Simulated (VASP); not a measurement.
The system is RbAsPd3.

```
CELL_PARAMETERS angstrom
4.64948 0.00000 0.00000
0.00000 4.64948 0.00000
0.00000 0.00000 4.64948
ATOMIC_POSITIONS crystal
Rb 0.00000 0.00000 0.00000
As 0.50000 0.50000 0.50000
Pd 0.00000 0.50000 0.50000
Pd 0.50000 0.00000 0.50000
Pd 0.50000 0.50000 0.00000
```

```yaml
Program: VASP 6.6.1
Task: relaxation of cell and atoms
Functional: PBE
Potentials_or_basis: VASP PAW PBE potentials, release 64 (Rb_sv, As, Pd)
Cutoff: 600 eV
k_mesh: 4 × 4 × 4
Occupations: gaussian, width 0.1 eV
Spin: no spin polarisation
```

At the start: pressure 12.8 GPa; volume 20.10 Å³/atom.

Question: How do energy, volume and symmetry change on relaxing?

Answer: Over 3 steps the energy falls by 104.0 meV/atom and the volume is 23.09 Å³/atom (+14.8 %); space group Pm-3m (No. 221, to 0.05 Å).

Step by step:
| step | energy change (eV) | largest force (eV/Å) | pressure (GPa) | volume (Å³) |
| --- | --- | --- | --- | --- |
| 1 | 0.0000 | 0.0000 | 12.84 | 100.51 |
| 2 | -0.3622 | 0.0000 | -4.46 | 125.81 |
| 3 | -0.5198 | 0.0000 | 0.02 | 115.43 |

Final structure:
```
CELL_PARAMETERS angstrom
4.86899 0.00000 0.00000
0.00000 4.86899 0.00000
0.00000 0.00000 4.86899
ATOMIC_POSITIONS crystal
Rb 0.00000 0.00000 0.00000
As 0.50000 0.50000 0.50000
Pd 0.00000 0.50000 0.50000
Pd 0.50000 0.00000 0.50000
Pd 0.50000 0.50000 0.00000
```
